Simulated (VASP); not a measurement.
# Hf4C (R-3m) in VASP: a series of runs

Runs on Hf4C. Level: PBE. Tasks: single point.

Everything below comes from runs of VASP 6.6.1. Logs are shortened: lines on timing, memory, paths and dates and some standing lists are left out, and cuts for length are marked.

### 1 The cell of the first run

It takes space group R-3m (No. 166, trigonal). Conventional cell: a = 3.255 Å, b = 3.255 Å, c = 31.270 Å, α = 90.00°, β = 90.00°, γ = 120.00°. Hf (site symmetry 3m) has 3 C at 2.26 Å within 3.0 Å. Within 4.1 Å of Hf (site symmetry 3m) lie 12 Hf at 3.09 to 3.30 Å and 1 C at 3.98 Å. C (site symmetry -3m) has 6 Hf at 2.26 Å within 3.0 Å.

### 2 Single point, PBE

INCAR

```
  ALGO = Normal
  EDIFF = 1E-6
  ENCUT = 520
  GGA = PE
  ISIF = 2
  ISMEAR = 0
  LASPH = T
  LCHARG = F
  LREAL = F
  LWAVE = F
  NBANDS = 30
  NELM = 100
  PREC = Accurate
  SIGMA = 0.2
```

KPOINTS

```
k-points
0
Gamma
  6 6 6
```

POSCAR

```
Hf4C
1.0
    1.6272881562      0.9395152550     10.4234186148
   -1.6272881562      0.9395152550     10.4234186148
    0.0000000000     -1.8790305100     10.4234186148
Hf C
4 1
Direct
    0.6262263775      0.6262263775      0.6262263775
    0.3737736225      0.3737736225      0.3737736225
    0.1273873976      0.1273873976      0.1273873976
    0.8726126024      0.8726126024      0.8726126024
    0.0000000000      0.0000000000      0.0000000000
```

Potentials or basis: VASP PAW PBE potentials, release 64 (Hf_pv, C).

Run with:

```console
cat potpaw_PBE.64/Hf_pv/POTCAR potpaw_PBE.64/C/POTCAR > POTCAR
mpirun -np 1 vasp_std > vasp.out
```

OUTCAR:

```text
EDIFF = 1E-6
   ENCUT = 520
   GGA = PE
   ISIF = 2
   ISMEAR = 0
   LASPH = T
   LREAL = F
   NELM = 100
   PREC = Accurate

 ion  position               nearest neighbor table
   1  0.626  0.626  0.626-   5 2.26   5 2.26   5 2.26   2 3.15   2 3.15   2 3.15   4 3.30   4 3.30
                             4 3.30
   2  0.374  0.374  0.374-   5 2.26   5 2.26   5 2.26   1 3.15   1 3.15   1 3.15   3 3.30   3 3.30
                             3 3.30
   3  0.127  0.127  0.127-   4 3.09   4 3.09   4 3.09   2 3.30   2 3.30   2 3.30
   4  0.873  0.873  0.873-   3 3.09   3 3.09   3 3.09   1 3.30   1 3.30   1 3.30
   5  0.000  0.000  0.000-   1 2.26   2 2.26   1 2.26   1 2.26   2 2.26   2 2.26

  LATTYP: Found a trigonal (rhomboedric) cell.
 ALAT       =    10.5914310307
 COS(alpha) =     0.9527883001

  Lattice vectors:

 A1 = (   1.6272881562,   0.9395152550,  10.4234186148)
 A2 = (  -1.6272881562,   0.9395152550,  10.4234186148)
 A3 = (   0.0000000000,  -1.8790305100,  10.4234186148)

Analysis of symmetry for initial positions (statically):
=====================================================================
 Subroutine PRICEL returns:
 Original cell was already a primitive cell.

 Routine SETGRP: Setting up the symmetry group for a
 trigonal (rhombohedral) supercell.

 Subroutine GETGRP returns: Found 12 space group operations
 (whereof 12 operations were pure point group operations)
 out of a pool of 12 trial point group operations.

The static configuration has the point symmetry D_3d.

Analysis of symmetry for dynamics (positions and initial velocities):
=====================================================================
 Subroutine PRICEL returns:
 Original cell was already a primitive cell.

 Routine SETGRP: Setting up the symmetry group for a
 trigonal (rhombohedral) supercell.

 Subroutine GETGRP returns: Found 12 space group operations
 (whereof 12 operations were pure point group operations)
 out of a pool of 12 trial point group operations.

The dynamic configuration has the point symmetry D_3d.

 Subroutine INISYM returns: Found 12 space group operations
 (whereof 12 operations are pure point group operations),
 and found     1 'primitive' translations

----------------------------------------------------------------------------------------

                                     Primitive cell

  volume of cell :      95.6158

  direct lattice vectors                    reciprocal lattice vectors
     1.627288156  0.939515255 10.423418615     0.307259657  0.177396445  0.031979271
    -1.627288156  0.939515255 10.423418615    -0.307259657  0.177396445  0.031979271
     0.000000000 -1.879030510 10.423418615     0.000000000 -0.354792891  0.031979271

  length of vectors
    10.591431031 10.591431031 10.591431031     0.356231202  0.356231202  0.356231202

  position of ions in fractional coordinates (direct lattice)
     0.626226377  0.626226377  0.626226377
     0.373773623  0.373773623  0.373773623
     0.127387398  0.127387398  0.127387398
     0.872612602  0.872612602  0.872612602
     0.000000000  0.000000000  0.000000000

  ion indices of the primitive-cell ions
   primitive index   ion index
                 1           1
                 2           2
                 3           3
                 4           4
                 5           5

----------------------------------------------------------------------------------------

 KPOINTS: k-points

Automatic generation of k-mesh.
 Grid dimensions read from file:
 generate k-points for:    6    6    6

 Generating k-lattice:

  Cartesian coordinates                     Fractional coordinates (reciprocal lattice)
     0.051209943  0.029566074  0.005329879     0.166666667  0.000000000  0.000000000
    -0.051209943  0.029566074  0.005329879     0.000000000  0.166666667  0.000000000
     0.000000000 -0.059132148  0.005329879     0.000000000  0.000000000  0.166666667

  Length of vectors
     0.059371867  0.059371867  0.059371867

  Shift w.r.t. Gamma in fractional coordinates (k-lattice)
     0.000000000  0.000000000  0.000000000

 Subroutine IBZKPT returns following result:
 ===========================================

 Found     32 irreducible k-points:

 Following reciprocal coordinates:
            Coordinates               Weight
  0.000000  0.000000  0.000000      1.000000
  0.166667  0.000000  0.000000      6.000000
  0.333333  0.000000  0.000000      6.000000
  0.500000 -0.000000  0.000000      3.000000
  0.166667  0.166667  0.000000      6.000000
  0.333333  0.166667  0.000000     12.000000
[... 16 lines left out ...]
  0.500000  0.500000  0.166667      6.000000
 -0.333333  0.500000  0.166667     12.000000
 [... further k-points ...]
   k-points           NKPTS =     32   k-points in BZ     NKDIM =     32   number of bands    NBANDS=     30
   number of dos      NEDOS =    301   number of ions     NIONS =      5
   total plane-waves  NPLWV = 512000
   dimension x,y,z NGX =    80 NGY =   80 NGZ =   80
   dimension x,y,z NGXF=   160 NGYF=  160 NGZF=  160
   ions per type =               4   1
   NGX,Y,Z   is equivalent  to a cutoff of  12.56, 12.56, 12.56 a.u.
   NGXF,Y,Z  is equivalent  to a cutoff of  25.11, 25.11, 25.11 a.u.
 SYSTEM =  unknown system
   PREC   = accura    normal or accurate (medium, high low for compatibility)
   ISTART =      0    job   : 0-new  1-cont  2-samecut
   ICHARG =      2    charge: 1-file 2-atom 10-const
   ISPIN  =      1    spin polarized calculation?
   LNONCOLLINEAR =      F non collinear calculations
   LSORBIT =      F    spin-orbit coupling
   LASPH  =      T    aspherical Exc in radial PAW
   ENCUT  =  520.0 eV  38.22 Ry    6.18 a.u.  19.69 19.69 19.69*2*pi/ulx,y,z
   NELM   =    100;   NELMIN=  2; NELMDL= -5     # of ELM steps
   EDIFF  = 0.1E-05   stopping-criterion for ELM
   LREAL  =      F    real-space projection
   EDIFFG = 0.1E-04   stopping-criterion for IOM
   NSW    =      0    number of steps for IOM
   IBRION =     -1    ionic relax: 0-MD 1-quasi-New 2-CG
   NFREE  =      0    steps in history (QN), initial steepest desc. (CG)
   ISIF   =      2    stress and relaxation
   ISYM   =      2    0-nonsym 1-usesym 2-fastsym
   POTIM  = 0.5000    time-step for ionic-motion
   TEBEG  =    0.0;   TEEND  =   0.0 temperature during run
   PSTRESS=    0.0 pullay stress
   NELECT =      44.0000    total number of electrons
   NUPDOWN=      -1.0000    fix difference up-down
   EMIN   =  10.00;   EMAX   =-10.00  energy-range for DOS
   EFERMI =   0.00;   METHOD = LEGACY
   ISMEAR =     0;   SIGMA  =   0.20  broadening in eV -4-tet -1-fermi 0-gaus
   EFERMI_NEDOS =   21; number of points for ismear=-14 and -15
   IALGO  =     38    algorithm
   IMIX   =      4    mixing-type and parameters
     AMIX     =   0.40;   BMIX     =  1.00
     AMIX_MAG =   1.60;   BMIX_MAG =  1.00
  volume/ion in A,a.u.               =      19.12       129.05
  Fermi-wavevector in a.u.,A,eV,Ry     =   1.263909  2.388442 21.734845  1.597466
  Thomas-Fermi vector in A             =   2.397242
   LORBIT       =      0    0 simple, 1 ext, 2 COOP (PROOUT), +10 PAW based schemes
   GGA     = PE    functional components
   LHFCALC =     F    Hartree Fock is set to
   AEXX    =    0.0000 exact exchange contribution
   IVDW    =     0    specifies the selected vdW correction
   LEPSILON=     F    determine dielectric tensor
   LRPA    =     F    only Hartree local field effects (RPA)
 non-spin polarized calculation
 Gauss-broadening in eV      SIGMA  =   0.20
  energy-cutoff  :      520.00
  volume of cell :       95.62
 maximum number of plane-waves:      2608
 NGX is ok and might be reduce to    80
   NGX = 39   NGY = 39   NGZ = 39

 number of electron      44.0000000 magnetization

 Free energy of the ion-electron system (eV)
  ---------------------------------------------------
  ext. energy  EPLUGINS =         0.00000000
  ---------------------------------------------------
  free energy    TOTEN  =       -50.83582229 eV

  energy without entropy =      -50.75159384  energy(sigma->0) =      -50.79370806

 E-fermi :   4.8333     XC(G=0): -11.3634

 val. band max:        4.7617524417   @ k =   0.5000   0.3333   0.1667
 cond. band min:       4.8400429575   @ k =   0.3333   0.1667   0.1667
 fundamental gap:      0.0782905158
 Fermi energy:         4.8332565502

 k-point     1 :       0.0000    0.0000    0.0000
  band No.  band energies     occupation
      1     -25.9810      2.00000
      2     -25.6266      2.00000
      3     -25.5251      2.00000
      4     -25.4381      2.00000
      5     -25.4381      2.00000
      6     -25.3595      2.00000
[... 22 lines left out ...]
     29       8.2943      0.00000
     30       8.2949      0.00000

 k-point     2 :       0.1667    0.0000    0.0000
  band No.  band energies     occupation
      1     -25.9337      2.00000
      2     -25.6519      2.00000
      3     -25.5995      2.00000
      4     -25.4741      2.00000
      5     -25.4736      2.00000
      6     -25.4510      2.00000
[... 22 lines left out ...]
     29       7.6299      0.00000
     30       7.6755      0.00000

 k-point     3 :       0.3333    0.0000    0.0000
  band No.  band energies     occupation
      1     -25.8867      2.00000
      2     -25.8431      2.00000
      3     -25.6739      2.00000
      4     -25.6532      2.00000
      5     -25.5672      2.00000
      6     -25.5412      2.00000
[... 22 lines left out ...]
     29       8.6632      0.00000
     30       8.9003      0.00000

 k-point     4 :       0.5000   -0.0000    0.0000
  band No.  band energies     occupation
      1     -25.9558      2.00000
      2     -25.9202      2.00000
      3     -25.7827      2.00000
      4     -25.7090      2.00000
      5     -25.5856      2.00000
      6     -25.5738      2.00000
[... 616 lines left out ...]
     29       8.8227      0.00000
     30       9.4157      0.00000

 k-point    23 :       0.5000    0.5000    0.1667
  band No.  band energies     occupation
      1     -25.8889      2.00000
      2     -25.8417      2.00000
      3     -25.6871      2.00000
      4     -25.6182      2.00000
      5     -25.5861      2.00000
      6     -25.5419      2.00000
[... 22 lines left out ...]
     29       8.5148      0.00000
     30       8.8167      0.00000

 k-point    24 :      -0.3333    0.5000    0.1667
  band No.  band energies     occupation
      1     -25.9044      2.00000
      2     -25.8756      2.00000
      3     -25.7047      2.00000
      4     -25.6937      2.00000
      5     -25.6301      2.00000
      6     -25.5699      2.00000
[... 22 lines left out ...]
     29       9.0861      0.00000
     30       9.6056      0.00000

 [... further k-points ...]
[... 5 lines left out ...]
  --------------------------------------------------------------------------------------
  -------------------------------------------------------------------------------------
  Total       -0.3636548     -0.3636548     -0.0671325      0.0000000     -0.0000000      0.0000000
  in kB       -6.0935471     -6.0935471     -1.1249000      0.0000000     -0.0000000      0.0000000
  external PRESSURE =      -4.4373314 kB  Pullay stress =       0.0000000 kB

 VOLUME and BASIS-vectors are now :
 -----------------------------------------------------------------------------
  energy-cutoff  :      520.00
  volume of cell :       95.62
      direct lattice vectors                 reciprocal lattice vectors
     1.627288156  0.939515255 10.423418615     0.307259657  0.177396445  0.031979271
    -1.627288156  0.939515255 10.423418615    -0.307259657  0.177396445  0.031979271
     0.000000000 -1.879030510 10.423418615     0.000000000 -0.354792891  0.031979271

 POSITION                                       TOTAL-FORCE (eV/Angst)
 -----------------------------------------------------------------------------------
      0.00000      0.00000     19.58226         0.000000      0.000000      0.012342
      0.00000      0.00000     11.68800         0.000000     -0.000000     -0.012342
      0.00000      0.00000      3.98344         0.000000      0.000000      0.061813
      0.00000      0.00000     27.28682         0.000000     -0.000000     -0.061813
      0.00000      0.00000      0.00000         0.000000     -0.000000      0.000000
 -----------------------------------------------------------------------------------
    total drift:                               -0.000000     -0.000000     -0.000000

  FREE ENERGIE OF THE ION-ELECTRON SYSTEM (eV)
  ---------------------------------------------------
  free  energy   TOTEN  =       -50.8358222860 eV

  energy  without entropy=      -50.7515938370  energy(sigma->0) =      -50.79370806
```

Wall time 16 min (1 thread of Intel Xeon Platinum 8488C (Sapphire Rapids), shared host); peak memory 0.94 GiB.

Results:

```
Free energy            : -50.8358 eV
Pressure               : -0.4 GPa
Largest force          : 0.062 eV/Å
Band gap on the k mesh : zero (band 22 reaches 6.11 eV, above the bottom of band 23 at 4.59 eV)
```

Forces on the atoms (eV/Å):
```
Hf   0.000  0.000  0.012
Hf   0.000  0.000 -0.012
Hf   0.000  0.000  0.062
Hf   0.000  0.000 -0.062
C    0.000  0.000  0.000
```

Stress tensor (GPa, compression positive):
```
-0.61  0.00  0.00
 0.00 -0.61  0.00
 0.00  0.00 -0.11
```

Levels at points of the mesh, in eV from the Fermi level:
| k point | band 20 | band 21 | band 22 | band 23 | band 24 | band 25 |
| --- | --- | --- | --- | --- | --- | --- |
| (0.00, 0.00, 0.00) | -0.58 | 0.64 | 1.19 | 1.19 | 1.40 | 1.40 |
| (0.50, 0.00, 0.00) | -1.59 | -1.12 | -0.09 | 0.55 | 0.98 | 1.47 |
| (0.50, 0.50, 0.00) | -1.51 | -1.03 | -0.15 | 0.19 | 0.96 | 1.59 |
| (0.50, 0.50, 0.50) | -0.29 | 0.91 | 1.28 | 1.28 | 1.30 | 1.41 |

Caveat: the k points lie up to 0.37 Å⁻¹ apart; spin-orbit coupling is left out, which moves the levels of the heavy elements.

### 3 Single point, PBE

This run uses another cell than the first one, of 19.04 Å³/atom, 0.996 times its volume.

INCAR

```
SYSTEM = Hf4C
PREC = Accurate ; ENCUT = 520
EDIFF = 1E-6 ; ISMEAR = 0
SIGMA = 0.2 ; LREAL = .False.
LASPH = .True. ; NELM = 100
ALGO = Normal ; ISIF = 2
LWAVE = .False. ; LCHARG = .False.
GGA = PE ; NBANDS = 30
```

KPOINTS

```
regular mesh
0
Gamma
  6 6 6
  0 0 0
```

POSCAR

```
Hf4C
1.0
    1.6187601494      0.9345916066     10.4873096453
   -1.6187601494      0.9345916066     10.4873096453
    0.0000000000     -1.8691832175     10.4873096449
Hf C
4 1
Direct
    0.3743482390      0.3743482390      0.3743482390
    0.7940551667      0.7940551667      0.7940551667
    0.2059448333      0.2059448333      0.2059448333
    0.6256517610      0.6256517610      0.6256517610
    0.0000000000      0.0000000000      0.0000000000
```

Potentials or basis: VASP PAW PBE potentials, release 64 (Hf_pv, C).

Run with:

```console
cat potpaw_PBE.64/Hf_pv/POTCAR potpaw_PBE.64/C/POTCAR > POTCAR
mpirun -np 1 vasp_std > vasp.out
```

Wall time 21 min (1 thread of Intel Xeon Platinum 8488C (Sapphire Rapids), shared host); peak memory 0.91 GiB.

Results (log left out):

```yaml
Free_energy: -50.7715 eV
Pressure: -0.3 GPa
Largest_force: 0.077 eV/Å
Band_gap_on_the_k_mesh: zero (band 22 reaches 6.22 eV, above the bottom of band 23 at 4.59 eV)
```

Forces in eV/Å, atoms in the order of the input:
```
Hf   0.000  0.000 -0.077
Hf   0.000  0.000  0.030
Hf   0.000  0.000 -0.030
Hf   0.000  0.000  0.077
C    0.000  0.000  0.000
```

Stress tensor (GPa, compression positive):
```
-0.12  0.00  0.00
 0.00 -0.12  0.00
 0.00  0.00 -0.60
```

Levels at points of the mesh, in eV from the Fermi level:
```
           k point  band 19  band 20  band 21  band 22  band 23  band 24  band 25  band 26
(0.00, 0.00, 0.00)    -1.49    -0.58     0.61     1.40     1.40     1.44     1.44     1.55
(0.50, 0.00, 0.00)    -1.84    -1.52    -0.87    -0.01     0.37     0.73     1.54     1.54
(0.50, 0.50, 0.00)    -1.69    -1.59    -0.70    -0.06     0.05     0.71     1.61     1.69
(0.50, 0.50, 0.50)    -1.64    -0.28     0.81     1.19     1.22     1.22     1.60     1.60
```

Caveat: the k points lie up to 0.37 Å⁻¹ apart; spin-orbit coupling is left out, which moves the levels of the heavy elements.
